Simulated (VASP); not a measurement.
Input of a VASP 6.6.1 run:

POSCAR

```
CaSe
1.0
    3.6347849158      0.0000000000      0.0000000000
    0.0000000000      3.6347849158      0.0000000000
    0.0000000000      0.0000000000      3.6347849158
Ca Se
1 1
Direct
    0.0000000000      0.0000000000      0.0000000000
    0.5000000000      0.5000000000      0.5000000000
```

Contents of INCAR.step1:

```
  ALGO = Normal
  EDIFF = 1E-8
  ENCUT = 500
  GGA = PE
  ISMEAR = 0
  LASPH = T
  LCHARG = F
  LREAL = F
  LWAVE = T
  NELM = 100
  PREC = Accurate
  SIGMA = 0.01
```

The input INCAR.step2:

```
  ALGO = Exact
  EDIFF = 1E-8
  ENCUT = 500
  GGA = PE
  ISMEAR = 0
  ISTART = 1
  LASPH = T
  LCHARG = F
  LOPTICS = T
  LREAL = F
  LWAVE = T
  NBANDS = 188
  NELM = 1
  PREC = Accurate
  SIGMA = 0.01
```

Contents of INCAR.step3:

```
  ALGO = EVGW0
  EDIFF = 1E-8
  ENCUT = 500
  ENCUTGW = 140.0
  GGA = PE
  ISMEAR = 0
  ISTART = 1
  LASPH = T
  LCHARG = F
  LREAL = F
  LWAVE = F
  NBANDS = 188
  NBANDSGW = 16
  NELMGW = 1
  NOMEGA = 96
  OMEGAMAX = 20
  PREC = Accurate
  PRECFOCK = Fast
  SIGMA = 0.01
```

File KPOINTS:

```
k-points
0
Gamma
  4 4 4
```

Potentials or basis: VASP PAW PBE potentials, release 64 (Ca_sv_GW, Se_GW).

Launch:

```console
$ cat potpaw_PBE.64/Ca_sv_GW/POTCAR potpaw_PBE.64/Se_GW/POTCAR > POTCAR
$ cp INCAR.step1 INCAR
$ mpirun -np 1 vasp_std > vasp.out
$ cp INCAR.step2 INCAR
$ mpirun -np 1 vasp_std > vasp.out
$ cp INCAR.step3 INCAR
$ mpirun -np 1 vasp_std > vasp.out
```

Estimate the quasiparticle gap.

1.94 eV.

Estimate the least direct quasiparticle gap.

1.94 eV.

Predict the band gap of the starting levels on the mesh.

0.74 eV.

Estimate the least direct gap of the starting levels on the mesh.

0.74 eV.

Caveat: the k points lie up to 0.43 Å⁻¹ apart; bands, screening cutoff and mesh are small and nothing is extrapolated, so the quasiparticle values aren't converged; the structure was generated, so it needn't be the stable form of CaSe.
